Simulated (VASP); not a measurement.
# Ge: single point with PBE+D3(BJ)

The system is Ge.

```xyz
2
Lattice="-2.5783 2.5783 1.3956 2.5783 -2.5783 1.3956 2.5783 2.5783 -1.3956" Properties=species:S:1:pos:R:3 pbc="T T T"
Ge    0.0000    0.0000    1.3956
Ge    2.5783    0.0000    0.6978
```

| Item | Value |
| --- | --- |
| Program | VASP 6.6.1 |
| Task | single point |
| Functional | PBE |
| Dispersion | D3(BJ) |
| Potentials or basis | VASP PAW PBE potentials, release 64 (Ge_d) |
| Cutoff | 520 eV |
| k mesh | 11 × 11 × 11 |
| Occupations | fermi-dirac, width 0.05 eV |
| Spin | no spin polarisation |

- Pressure: -0.1 GPa
- Band gap on the k mesh: zero (band 14 reaches 8.48 eV, above the bottom of band 15 at 3.82 eV)
- Dispersion energy per atom: -0.359 eV

Levels at points of the mesh, in eV from the Fermi level:
```csv
k point,band 10,band 11,band 12,band 13,band 14,band 15,band 16,band 17,band 18,band 19
"(0.00, 0.00, 0.00)",-24.46,-13.32,-4.13,-2.37,-2.37,3.26,7.54,7.54,8.17,8.38
```

It took 51 s on 1 thread of Intel(R) Xeon(R) Platinum 8559C (Emerald Rapids), with other jobs on the host, peak memory 0.23 GiB.

Caveat: pairwise dispersion overbinds metals, which lowers pressure and volume.
